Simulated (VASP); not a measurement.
**Al: single point with PBE**

Crystal: Al.

```
Al
1.0
     2.77444    0.00000    0.00000
    -1.38722    2.40274    0.00000
     0.00000    0.00000    4.80107
Al
2
Direct
  0.33333 0.66667 0.25000
  0.66667 0.33333 0.75000
```

This cell differs from its parent crystal: volume scaled by 0.96.

```json
{
 "Program": "VASP 6.6.1",
 "Task": "single point",
 "Functional": "PBE",
 "Potentials or basis": "VASP PAW PBE potentials, release 64 (Al)",
 "Cutoff": "520 eV",
 "k mesh": "11 × 11 × 6",
 "Occupations": "fermi-dirac, width 0.05 eV",
 "Spin": "no spin polarisation",
 "Dipole correction": "no",
 "Further INCAR settings": "ALGO = Fast; EDIFF = 1e-07; NBANDS = 10"
}
```

- Pressure: 3.5 GPa
- Band gap on the k mesh: zero (band 3 reaches 11.85 eV, above the bottom of band 4 at 5.35 eV)

Stress tensor (GPa, compression positive):
```
 5.47  0.00  0.00
 0.00  5.47  0.00
 0.00  0.00 -0.32
```

Levels at points of the mesh, in eV from the Fermi level:
| k point | band 1 | band 2 | band 3 | band 4 | band 5 | band 6 |
| --- | --- | --- | --- | --- | --- | --- |
| (0.00, 0.00, 0.00) | -11.38 | -5.16 | -5.03 | 11.31 | 11.77 | 11.77 |
| (0.00, 0.00, 0.50) | -9.78 | -9.78 | 2.41 | 2.41 | 12.71 | 12.71 |

Wall time 8 s on 1 thread of Intel Xeon 6975P-C, with other jobs on the host, peak memory 0.15 GiB.
